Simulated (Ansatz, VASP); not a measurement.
**SnS2: VASP beside Ansatz**

POSCAR

```
SnS2
1.0
    3.6607574624      0.0000000000      0.0000000000
   -1.8303787312      3.1703089595      0.0000000000
    0.0000000000      0.0000000000      5.9618049176
Sn S
1 2
Direct
    0.0000000000      0.0000000000      0.0000000000
    0.3333333333      0.6666666667      0.2455903383
    0.6666666667      0.3333333333      0.7544096617
```

The input INCAR.step1:

```
SYSTEM = SnS2
ALGO = Normal
EDIFF = 1E-5
ENCUT = 400
GGA = PE
GGA_COMPAT = .False.
ISIF = 2
ISMEAR = 0
LASPH = .True.
LCHARG = .False.
LREAL = .False.
LWAVE = .True.
NBANDS = 20
NELM = 120
PREC = Accurate
SIGMA = 0.01
```

File INCAR.step2:

```
SYSTEM = SnS2
AEXX = 0.4
ALGO = Normal
EDIFF = 1E-6
ENCUT = 400
GGA = PE
GGA_COMPAT = .False.
HFSCREEN = 0.5
ISIF = 2
ISMEAR = 0
ISTART = 1
LASPH = .True.
LCHARG = .False.
LHFCALC = .True.
LREAL = .False.
LWAVE = .False.
NBANDS = 20
NELM = 120
PREC = Accurate
PRECFOCK = Normal
SIGMA = 0.01
```

The input KPOINTS:

```
k-points
0
Gamma
  6 6 2
  0 0 0
```

Input for Ansatz:

```yaml
crystal:
  lattice:
    - [3.6607574624, 0.0, 0.0]
    - [-1.8303787312, 3.1703089595, 0.0]
    - [0.0, 0.0, 5.9618049176]
  atoms:
    - { symbol: Sn, position: [0.0, 0.0, 0.0] }
    - { symbol: S, position: [0.3333333333, 0.6666666667, 0.2455903383] }
    - { symbol: S, position: [0.6666666667, 0.3333333333, 0.7544096617] }
kpoints:
  mp_grid: { grid: [6, 6, 2] }
hamiltonian:
  xc: { exchange: pbe, correlation: pbe, exx: { coeff: 0.4, omega: 0.5 } }
scf:
  occupations: { method: fixed }
  n_extra_bands: 4
output:
  forces: true
  stress: true
  eigenvalues: true
```

Alike in both runs: task single point; functional PBE-based screened hybrid; k mesh 6 × 6 × 2; no spin polarisation.

|  | VASP | Ansatz |
| --- | --- | --- |
| version | VASP 6.6.1 | Ansatz 0.2.0 |
| potentials or method | VASP PAW PBE potentials, release 64 (Sn_d, S) | plane waves |
| plane-wave cutoff (eV) | 400 | 420 |
| occupations | gaussian, width 0.01 eV | fixed |
| valence electrons in the cell | 26 | 26 |

```tsv
	VASP	Ansatz	Ansatz less VASP
gap on the k mesh at the Fermi level (eV)	2.21	2.21	-0.003
pressure (GPa)	-0.5	-0.3	+0.17
traceless stress, the component that is largest in VASP (GPa)	-0.12	-0.12	-0.005
rms of the force components (eV/Å)	0.140	0.135	-0.0049
```

VASP's potentials were made for PBE, not for PBE-based screened hybrid. Atom by atom the forces differ by 0.005 eV/Å (rms over components). Ansatz's warnings: stress exchange threshold loose, stress scf threshold loose.

The k mesh is coarse, so the values compare programs but aren't converged.
